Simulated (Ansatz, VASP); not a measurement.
## VSe7 in VASP and in Ansatz

```
CELL_PARAMETERS angstrom
5.58976 0.00000 0.00000
0.00000 5.58976 0.00000
0.00000 0.00000 5.58976
ATOMIC_POSITIONS crystal
V 0.00000 0.00000 0.00000
Se 0.00000 0.50000 0.50000
Se 0.50000 0.00000 0.50000
Se 0.50000 0.50000 0.00000
Se 0.50000 0.00000 0.00000
Se 0.00000 0.50000 0.00000
Se 0.00000 0.00000 0.50000
Se 0.50000 0.50000 0.50000
```

Alike in both runs: functional PBE; k mesh 4 × 4 × 4; occupations gaussian, width 0.1 eV; collinear spin.

Ansatz relaxed the structure, and its values are those at the end. VASP's run is a single point on that final structure, the one shown.

```csv
,VASP,Ansatz
version,VASP 6.6.1,Ansatz 0.2.0
potentials or method,"VASP PAW PBE potentials, release 64 (V_sv, Se), cutoff 520 eV","scalar-relativistic, plane waves, PAW"
valence electrons in the cell,55,125
```

|  | VASP | Ansatz | Ansatz less VASP |
| --- | --- | --- | --- |
| gap on the k mesh at the Fermi level (eV) | none | none | - |
| pressure (GPa) | -0.2 | -0.3 | -0.05 |
| net moment per atom (μB) | 0.36 | 0.36 | 0.000 |
| size of the moment on the site where the two differ most (μB) | 2.65 | 2.64 | -0.017 |

Site moments also hang on the region over which each program counts them. A gap of «none» marks a metal or a gap that the smearing closes. The functional is the same, so the differences come from potentials, cutoffs and numerics. VASP's potentials hold 55 valence electrons a cell and Ansatz's 125, so a difference there can come from the potentials and not from the codes.
